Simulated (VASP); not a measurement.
**Be: single point with PBEsol**

The system is Be.

```
CELL_PARAMETERS angstrom
-1.25312 1.25312 1.25312
1.25312 -1.25312 1.25312
1.25312 1.25312 -1.25312
ATOMIC_POSITIONS crystal
Be 0.00000 0.00000 0.00000
```

```
Program                : VASP 6.6.1
Task                   : single point
Functional             : PBEsol
Potentials or basis    : VASP PAW PBE potentials, release 64 (Be)
Cutoff                 : 600 eV
k mesh                 : 15 × 15 × 15
Occupations            : gaussian, width 0.01 eV
Spin                   : no spin polarisation
Dipole correction      : no
Further INCAR settings : ALGO = Normal; EDIFF = 1e-06; NBANDS = 7
```

* Pressure: -1.6 GPa
* Band gap on the k mesh: zero (band 1 reaches 10.95 eV, above the bottom of band 2 at 6.54 eV)

Levels at points of the mesh, in eV from the Fermi level:
| k point | band 1 | band 2 | band 3 | band 4 |
| --- | --- | --- | --- | --- |
| (0.00, 0.00, 0.00) | -12.12 | 19.46 | 19.46 | 19.46 |

Run time: 2.7 s on 1 thread of Intel(R) Xeon(R) 6975P-C (Granite Rapids) (shared host), peak memory 0.12 GiB.

Caveat: the PAW data sets were made with another functional, which shifts forces and pressure a little.
